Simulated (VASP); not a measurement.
## TePb: single point with PBEsol

The system is TePb.

```
Pb Te
1.0
     0.00000    3.20106    3.20106
     3.20106    0.00000    3.20106
     3.20106    3.20106    0.00000
Pb Te
1 1
Direct
  0.50000 0.50000 0.50000
  0.00000 0.00000 0.00000
```

This cell differs from its parent crystal: volume scaled by 0.98.

```yaml
Program: VASP 6.6.1
Task: single point
Functional: PBEsol
Potentials_or_basis: VASP PAW PBE potentials, release 64 (Pb_d, Te)
Cutoff: 500 eV
k_mesh: 6 × 6 × 6
Occupations: gaussian, width 0.05 eV
Spin: no spin polarisation
Dipole_correction: no
Further_INCAR_settings: ALGO = Normal; EDIFF = 1e-06; NBANDS = 17
```

* Pressure: 0.9 GPa
* Band gap on the k mesh: 0.61 eV, direct

Levels at points of the mesh, in eV from the valence-band top:
| k point | band 7 | band 8 | band 9 | band 10 | band 11 | band 12 | band 13 | band 14 |
| --- | --- | --- | --- | --- | --- | --- | --- | --- |
| (0.00, 0.00, 0.00) | -5.55 | -1.45 | -1.45 | -1.45 | 4.08 | 4.08 | 4.08 | 5.69 |
| (0.50, 0.00, 0.00) | -8.76 | -0.97 | -0.97 | 0.00 | 0.61 | 1.17 | 1.17 | 8.32 |
| (0.50, 0.50, 0.00) | -7.36 | -4.75 | -2.97 | -2.97 | 3.08 | 5.56 | 5.56 | 6.84 |

Wall time 20 s on 1 thread of Intel Xeon 6975P-C, on a shared host, peak memory 0.2 GiB.

Caveat: the PAW data sets were made with another functional, which shifts forces and pressure a little; spin-orbit coupling is left out, which moves the levels of the heavy elements. A k mesh can miss the band edges.
